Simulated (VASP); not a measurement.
BaTiO3:

```
Ba Ti O
1.0
    -0.09159    0.02278   -3.96240
     3.88088    4.13178    0.06850
     3.92317   -4.17407    0.11386
Ba Ti O
2 2 6
Cartesian
  -0.0891 0.0216 -3.9524
  3.8099 -0.0081 -3.8705
  5.8057 -2.0917 -1.8364
  5.7813 2.0621 -1.8706
  5.7605 -2.0831 -3.8105
  5.8496 2.0349 0.1179
  1.9215 -0.0035 -1.9120
  5.8095 -0.0035 -1.8420
  3.8686 -2.0813 -1.8916
  3.8553 2.0567 -1.9035
```

Base run:

```yaml
Program: VASP 6.6.1
Functional: LDA
Potentials_or_basis: VASP PAW LDA potentials, release 64 (Ba_sv, Ti_sv, O)
Cutoff: 600 eV
k_mesh: 7 × 5 × 5
Occupations: fermi-dirac, width 0.05 eV
Spin: no spin polarisation
Hubbard_terms: Ti d U = 5.0 eV
```

Its results: band gap on the k mesh 2.06 eV; pressure -2.2 GPa; largest force 0.349 eV/Å.

Question: The run is repeated on the same cell with these changes: hubbard terms from Ti d U = 5.0 eV to Ti d U = 1.0 eV. What comes out?

Answer: Band gap on the k mesh 1.59 eV; pressure -5.4 GPa; largest force 0.251 eV/Å.

Caveats: spin-orbit coupling is left out, which moves the levels of the heavy elements; the stress differs along the axes, from -10 to 3 GPa (at least some runs); the stress differs along the axes, from -12 to -0 GPa (at least some runs).

A k mesh can miss the band edges.
